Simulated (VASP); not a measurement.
Set up this calculation in VASP 6.6.1, as the native input.

* Task: single point
* Functional: PBEsol
* Potentials or basis: VASP PAW PBE potentials, release 64 (Ag)
* Cutoff: 520 eV
* k mesh: 16 × 16 × 16
* Occupations: fermi-dirac, width 0.05 eV
* Spin: no spin polarisation
* Dipole correction: no
* Further INCAR settings: ALGO = Normal; EDIFF = 1e-06; NBANDS = 12

The structure of Ag lies in POSCAR:

```
Ag
1.0
    2.2649220280      0.0000000000      0.0000000000
    0.0000000000      2.2649220280      0.0000000000
    0.0000000000      0.0000000000      2.2649220280
Ag
1
Direct
    0.0000000000      0.0000000000      0.0000000000
```

This cell differs from its parent crystal: volume scaled by 0.6.

The input as run:

INCAR

```
SYSTEM = Ag
PREC = Accurate
ENCUT = 520
EDIFF = 1E-6
ISMEAR = -1
SIGMA = 0.05
LREAL = .FALSE.
LASPH = .TRUE.
NELM = 100
ALGO = Normal
ISIF = 2
LWAVE = .FALSE.
LCHARG = .TRUE.
GGA = PS
LELF = .TRUE.
LVHAR = .TRUE.
NBANDS = 12
```

KPOINTS

```
regular mesh
0
G
  16 16 16
  0 0 0
```

Potentials or basis: VASP PAW PBE potentials, release 64 (Ag).

Command:

```bash
$ cat potpaw_PBE.64/Ag/POTCAR > POTCAR
$ mpirun -np 1 vasp_std > vasp.out
```

It gave:

The pressure is 180.7 GPa.

Caveat: the PAW data sets were made with another functional, which shifts forces and pressure a little.

It took 9 s on 1 thread of Intel Xeon 6975P-C (shared host), peak memory 0.14 GiB.
